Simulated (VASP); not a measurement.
# Na4Os (P-43m) in VASP: a series of runs, part 3 of 4

VASP 6.6.1. The steps go on from the part before.

## (4) Relaxation of cell and atoms, PBE

The input, INCAR:

```
SYSTEM = Na4Os
ALGO     = Normal         ! electronic algorithm
EDIFF    = 1E-7           ! SCF threshold, eV
EDIFFG   = -0.04          ! ionic threshold
ENCUT    = 600            ! plane-wave cutoff, eV
GGA      = PE             ! functional
GGA_COMPAT= .False.      
IBRION   = 2              ! ionic algorithm
ISIF     = 3              ! what is computed and relaxed
ISMEAR   = 0              ! smearing method
LASPH    = .True.         ! aspherical terms in the spheres
LCHARG   = .False.        ! write CHGCAR
LREAL    = .False.        ! projectors in reciprocal space
LWAVE    = .False.        ! write WAVECAR
NELM     = 120            ! most SCF steps
NELMIN   = 4            
NSW      = 90             ! ionic steps
PREC     = Accurate       ! precision mode
SIGMA    = 0.1            ! smearing width, eV
```

The input, KPOINTS:

```
k-points
0
Gamma
  4 4 4
  0 0 0
```

The input, POSCAR:

```
Na4Os
1.0
    4.7274055300      0.0000000000      0.0000000000
    0.0000000000      4.7274055300      0.0000000000
    0.0000000000      0.0000000000      4.7274055300
Na Os
4 1
Direct
    0.2500000000      0.2500000000      0.2500000000
    0.7500000000      0.7500000000      0.2500000000
    0.2500000000      0.7500000000      0.7500000000
    0.7500000000      0.2500000000      0.7500000000
    0.0000000000      0.0000000000      0.0000000000
```

Potentials or basis: VASP PAW PBE potentials, release 64 (Na_pv, Os).

Run with:

```bash
$ cat potpaw_PBE.64/Na_pv/POTCAR potpaw_PBE.64/Os/POTCAR > POTCAR
$ mpirun -np 1 vasp_std > vasp.out
```

OUTCAR:

```text
SYSTEM = Na4Os
   EDIFF = 1E-7
   EDIFFG = -0.04
   ENCUT = 600
   GGA = PE
   IBRION = 2
   ISIF = 3
   ISMEAR = 0
   LASPH = .True.
   LREAL = .False.
   NELM = 120
   NELMIN = 4
   NSW = 90
   PREC = Accurate

 ion  position               nearest neighbor table
   1  0.250  0.250  0.250-   5 2.05
   2  0.750  0.750  0.250-   5 2.05
   3  0.250  0.750  0.750-   5 2.05
   4  0.750  0.250  0.750-   5 2.05
   5  0.000  0.000  0.000-   1 2.05   2 2.05   3 2.05   4 2.05

  LATTYP: Found a simple cubic cell.
 ALAT       =     4.7274055300

  Lattice vectors:

 A1 = (   4.7274055300,   0.0000000000,   0.0000000000)
 A2 = (   0.0000000000,   4.7274055300,   0.0000000000)
 A3 = (   0.0000000000,   0.0000000000,   4.7274055300)

Analysis of symmetry for initial positions (statically):
=====================================================================
 Subroutine PRICEL returns:
 Original cell was already a primitive cell.

 Routine SETGRP: Setting up the symmetry group for a
 simple cubic supercell.

 Subroutine GETGRP returns: Found 24 space group operations
 (whereof 24 operations were pure point group operations)
 out of a pool of 48 trial point group operations.

The static configuration has the point symmetry T_d .

Analysis of symmetry for dynamics (positions and initial velocities):
=====================================================================
 Subroutine PRICEL returns:
 Original cell was already a primitive cell.

 Routine SETGRP: Setting up the symmetry group for a
 simple cubic supercell.

 Subroutine GETGRP returns: Found 24 space group operations
 (whereof 24 operations were pure point group operations)
 out of a pool of 48 trial point group operations.

The dynamic configuration has the point symmetry T_d .

 Subroutine INISYM returns: Found 24 space group operations
 (whereof 24 operations are pure point group operations),
 and found     1 'primitive' translations

----------------------------------------------------------------------------------------

                                     Primitive cell

  volume of cell :     105.6498

  direct lattice vectors                    reciprocal lattice vectors
     4.727405530  0.000000000  0.000000000     0.211532519  0.000000000  0.000000000
     0.000000000  4.727405530  0.000000000     0.000000000  0.211532519  0.000000000
     0.000000000  0.000000000  4.727405530     0.000000000  0.000000000  0.211532519

  length of vectors
     4.727405530  4.727405530  4.727405530     0.211532519  0.211532519  0.211532519

  position of ions in fractional coordinates (direct lattice)
     0.250000000  0.250000000  0.250000000
[... 101 lines left out ...]
 non-spin polarized calculation
 Gauss-broadening in eV      SIGMA  =   0.10
  energy-cutoff  :      600.00
  volume of cell :      105.65
 maximum number of plane-waves:      3575
 NGX is ok and might be reduce to    40
   NGX = 19   NGY = 19   NGZ = 19

--------------------------------------- Ionic step        1  -------------------------------------------

 number of electron      35.9999983 magnetization

 Free energy of the ion-electron system (eV)
  ---------------------------------------------------
  ext. energy  EPLUGINS =         0.00000000
  ---------------------------------------------------
  free energy    TOTEN  =        -3.86482781 eV

  energy without entropy =       -3.86237050  energy(sigma->0) =       -3.86359915

------------------------ aborting loop because EDIFF is reached ----------------------------------------

  FORCE on cell =-STRESS in cart. coord.  units (eV):
  Direction    XX          YY          ZZ          XY          YZ          ZX
  --------------------------------------------------------------------------------------
  -------------------------------------------------------------------------------------
  Total       17.3187059     17.3187059     17.3187059      0.0000000     -0.0000000      0.0000000
  in kB      262.6379282    262.6379282    262.6379282      0.0000000     -0.0000000      0.0000000
  external PRESSURE =     262.6379282 kB  Pullay stress =       0.0000000 kB

 VOLUME and BASIS-vectors are now :
 -----------------------------------------------------------------------------
  energy-cutoff  :      600.00
  volume of cell :      105.65
      direct lattice vectors                 reciprocal lattice vectors
     4.727405530  0.000000000  0.000000000     0.211532519  0.000000000  0.000000000
     0.000000000  4.727405530  0.000000000     0.000000000  0.211532519  0.000000000
     0.000000000  0.000000000  4.727405530     0.000000000  0.000000000  0.211532519

 POSITION                                       TOTAL-FORCE (eV/Angst)
 -----------------------------------------------------------------------------------
      1.18185      1.18185      1.18185         3.615860      3.615860      3.615860
      3.54555      3.54555      1.18185        -3.615860     -3.615860      3.615860
      1.18185      3.54555      3.54555         3.615860     -3.615860     -3.615860
      3.54555      1.18185      3.54555        -3.615860      3.615860     -3.615860
      0.00000      0.00000      0.00000         0.000000      0.000000      0.000000
 -----------------------------------------------------------------------------------
    total drift:                                0.000000      0.000000     -0.000000

  FREE ENERGIE OF THE ION-ELECTRON SYSTEM (eV)
  ---------------------------------------------------
  free  energy   TOTEN  =        -3.8648278065 eV

  energy  without entropy=       -3.8623704960  energy(sigma->0) =       -3.86359915

--------------------------------------- Ionic step        2  -------------------------------------------

 number of electron      36.0000049 magnetization

 Free energy of the ion-electron system (eV)
  ---------------------------------------------------
  ext. energy  EPLUGINS =         0.00000000
  ---------------------------------------------------
  free energy    TOTEN  =        -9.87579585 eV

  energy without entropy =       -9.80185098  energy(sigma->0) =       -9.83882342

 E-fermi :   0.1464     XC(G=0):  -7.1091

 val. band max:        0.1302001024   @ k =   0.5000   0.2500   0.0000
 cond. band min:       0.1513889923   @ k =   0.5000   0.2500   0.2500
 fundamental gap:      0.0211888899
 Fermi energy:         0.1463985043

 k-point     1 :       0.0000    0.0000    0.0000
  band No.  band energies     occupation
      1     -24.1985      2.00000
      2     -24.1670      2.00000
      3     -24.1670      2.00000
      4     -24.1631      2.00000
      5     -24.1631      2.00000
      6     -24.1631      2.00000
[... 239 lines left out ...]
     21       1.2017      0.00000
     22       1.2017      0.00000

------------------------ aborting loop because EDIFF is reached ----------------------------------------

  FORCE on cell =-STRESS in cart. coord.  units (eV):
  Direction    XX          YY          ZZ          XY          YZ          ZX
  --------------------------------------------------------------------------------------
  -------------------------------------------------------------------------------------
  Total       -0.0298284     -0.0298284     -0.0298284     -0.0000000      0.0000000     -0.0000000
  in kB       -0.2845424     -0.2845424     -0.2845424     -0.0000000      0.0000000     -0.0000000
  external PRESSURE =      -0.2845424 kB  Pullay stress =       0.0000000 kB

 VOLUME and BASIS-vectors are now :
 -----------------------------------------------------------------------------
  energy-cutoff  :      600.00
  volume of cell :      167.95
      direct lattice vectors                 reciprocal lattice vectors
     5.517355316 -0.000000000  0.000000000     0.181246257 -0.000000000 -0.000000000
     0.000000000  5.517355316 -0.000000000     0.000000000  0.181246257  0.000000000
     0.000000000 -0.000000000  5.517355316    -0.000000000  0.000000000  0.181246257

 POSITION                                       TOTAL-FORCE (eV/Angst)
 -----------------------------------------------------------------------------------
      1.58293      1.58293      1.58293         0.000123      0.000123      0.000123
      3.93443      3.93443      1.58293        -0.000123     -0.000123      0.000123
      1.58293      3.93443      3.93443         0.000123     -0.000123     -0.000123
      3.93443      1.58293      3.93443        -0.000123      0.000123     -0.000123
      0.00000      0.00000      0.00000         0.000000     -0.000000      0.000000
 -----------------------------------------------------------------------------------
    total drift:                               -0.000000     -0.000000     -0.000000

  FREE ENERGIE OF THE ION-ELECTRON SYSTEM (eV)
  ---------------------------------------------------
  free  energy   TOTEN  =        -9.8757958456 eV

  energy  without entropy=       -9.8018509848  energy(sigma->0) =       -9.83882342

 reached required accuracy - stopping structural energy minimisation
```

Wall time 63 s (1 thread of Intel Xeon Platinum 8259CL at 2.50GHz (Skylake/Cascade Lake), shared host); peak memory 0.25 GiB.

What came out:

* Free energy: -9.8758 eV
* Relaxed volume: 33.59 Å³/atom
* Relaxed cell: a = 5.517 Å, b = 5.517 Å, c = 5.517 Å, α = 90.00°, β = 90.00°, γ = 90.00°
* Space group after relaxing (to 0.05 Å): P-43m (No. 215)
* Energy gained by relaxing: 1202.2 meV/atom
* Ionic steps: 2
* Pressure after relaxing: 0.0 GPa
* Band gap on the k mesh: zero (band 18 reaches 0.23 eV, above the bottom of band 19 at 0.04 eV)

Step by step:
| step | energy change (eV) | largest force (eV/Å) | pressure (GPa) | volume (Å³) |
| --- | --- | --- | --- | --- |
| 1 | 0.0000 | 6.2629 | 26.26 | 105.65 |
| 2 | -6.0110 | 0.0002 | -0.03 | 167.95 |

Final structure:
```xyz
5
Lattice="5.5174 0.0000 0.0000 0.0000 5.5174 0.0000 0.0000 0.0000 5.5174" Properties=species:S:1:pos:R:3 pbc="T T T"
Na    1.5829    1.5829    1.5829
Na    3.9344    3.9344    1.5829
Na    1.5829    3.9344    3.9344
Na    3.9344    1.5829    3.9344
Os    0.0000    0.0000    0.0000
```

Caveat: the volume moved by over 15 % at a fixed basis, so the end points are rough; spin-orbit coupling is left out, which moves the levels of the heavy elements.

(Part 3 of 4 ends here.)
